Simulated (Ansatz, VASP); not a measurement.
**TlAu in VASP and in Ansatz**

```
Au Tl
1.0
     3.25951    0.00000    0.00000
     0.00000    3.25951    0.00000
     0.00000    0.00000    4.43293
Au Tl
1 1
Direct
  0.00000 0.00000 0.00000
  0.50000 0.50000 0.50000
```

Alike in both runs: task relaxation of cell and atoms; functional PBEsol; k mesh 10 × 10 × 8; occupations fermi-dirac, width 0.05 eV; no spin polarisation.

```csv
,VASP,Ansatz
version,VASP 6.6.1,Ansatz 0.2.0
potentials or method,"VASP PAW PBE potentials, release 64 (Au, Tl_d)","PAW with Ansatz's default frozen-core files, scalar-relativistic"
plane-wave cutoff (eV),600,420
valence electrons in the cell,24,32
```

|  | VASP | Ansatz | Ansatz less VASP |
| --- | --- | --- | --- |
| relaxed volume (Å³/atom) | 21.99 | 22.03 | +0.046 |
| relaxed length of the cell vector where the two differ most in proportion (Å) | 3.168 | 3.678 | +0.5098 |

VASP's potentials were made for PBE, not for PBEsol. One of these differences is far larger than is usual between the two programs; its cause wasn't traced. VASP's potentials hold 24 valence electrons a cell and Ansatz's 32, so a difference there can come from the potentials and not from the codes.

Spin-orbit coupling is off throughout.
